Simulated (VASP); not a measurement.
Te:

```xyz
3
Lattice="4.2966 0.0000 0.0000 -2.1483 3.7210 0.0000 0.0000 0.0000 5.9041" Properties=species:S:1:pos:R:3 pbc="T T T"
Te   -0.9215    3.7210    1.9680
Te    3.6832    1.0625    3.9361
Te    1.5349    2.6585    5.9041
```

Base run:

* Program: VASP 6.6.1
* Functional: LDA
* Potentials or basis: VASP PAW LDA potentials, release 64 (Te)
* Cutoff: 520 eV
* k mesh: 9 × 9 × 6
* Occupations: fermi-dirac, width 0.05 eV
* Spin: no spin polarisation

Its results: band gap on the k mesh zero (filled and empty bands touch); pressure 0.0 GPa; largest force 0.026 eV/Å.

Q: After a change of settings the same cell gave: band gap on the k mesh 0.34 eV (least direct gap 0.58 eV); pressure 0.1 GPa; largest force 0.024 eV/Å. Which change was it?
A. k mesh from 9 × 9 × 6 to 2 × 2 × 1; further incar settings from ALGO = Normal; EDIFF = 1e-07; NBANDS = 16 to ALGO = Normal; EDIFF = 1e-06; NBANDS = 16
B. occupations from fermi-dirac, width 0.05 eV to methfessel-paxton, width 0.2 eV; further incar settings from ALGO = Normal; EDIFF = 1e-07; NBANDS = 16 to ALGO = Normal; EDIFF = 1e-06; NBANDS = 16
C. k mesh from 9 × 9 × 6 to 5 × 5 × 4
D. k mesh from 9 × 9 × 6 to 2 × 2 × 2; further incar settings from ALGO = Normal; EDIFF = 1e-07; NBANDS = 16 to ALGO = Normal; EDIFF = 1e-06; NBANDS = 16

A: C.

Caveats: spin-orbit coupling is left out, which moves the levels of the heavy elements; an odd mesh through Γ misses points on the zone boundary, where band edges can lie (at least some runs).
